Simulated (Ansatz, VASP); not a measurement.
## Ta2Ga: VASP beside Ansatz

```
Ta Ga
1.0
     0.00000    3.84591    3.84591
     3.84591    0.00000    3.84591
     3.84591    3.84591    0.00000
Ta Ga
4 2
Direct
  0.62500 0.62500 0.62500
  0.12500 0.62500 0.62500
  0.62500 0.62500 0.12500
  0.62500 0.12500 0.62500
  0.00000 0.00000 0.00000
  0.25000 0.25000 0.25000
```

Alike in both runs: functional r2SCAN; k mesh 4 × 4 × 4; occupations gaussian, width 0.1 eV; no spin polarisation.

Ansatz relaxed the structure, and its values are those at the end. VASP's run is a single point on that final structure, the one shown.

|  | VASP | Ansatz |
| --- | --- | --- |
| version | VASP 6.6.1 | Ansatz 0.2.0 |
| potentials or method | VASP PAW PBE potentials, release 64 (Ta_pv, Ga_d), cutoff 520 eV | scalar-relativistic, plane waves, PAW |
| valence electrons in the cell | 70 | 78 |

VASP gave:

* gap on the k mesh at the Fermi level (eV): none
* pressure (GPa): 0.5

Question: Which values does Ansatz return?

Answer: gap on the k mesh at the Fermi level (eV): none; pressure (GPa): 0.1.

VASP's potentials were made for PBE, not for r2SCAN. A gap of «none» marks a metal or a gap that the smearing closes. VASP's potentials hold 70 valence electrons a cell and Ansatz's 78, so a difference there can come from the potentials and not from the codes.

Spin-orbit coupling is off throughout.
